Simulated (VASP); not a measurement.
The system is AgCl.

```
Ag Cl
1.0
     0.03482    3.01071    3.01071
     3.01071    0.03482    3.01071
     3.01071    3.01071    0.03482
Ag Cl
1 1
Direct
  0.00211 0.00211 0.00211
  0.24789 0.24789 0.24789
```

This cell differs from its parent crystal: epitaxial 111 strain -0.6%.

Base run:

```yaml
Program: VASP 6.6.1
Functional: r2SCAN
Potentials_or_basis: VASP PAW PBE potentials, release 64 (Ag, Cl)
Cutoff: 520 eV
k_mesh: 8 × 8 × 8
Occupations: gaussian, width 0.01 eV
Spin: no spin polarisation
```

Its results: band gap on the k mesh 1.57 eV; pressure -0.1 GPa; largest force 0.006 eV/Å.

Question: The run is repeated on the same cell with these changes: functional from r2SCAN to PBE; occupations from gaussian, width 0.01 eV to fermi-dirac, width 0.02 eV. What comes out?

Answer: Band gap on the k mesh 1.23 eV; pressure 1.1 GPa; largest force 0.007 eV/Å.

Caveats: the PAW data sets were made with another functional, which shifts forces and pressure a little (at least some runs).

A k mesh can miss the band edges.
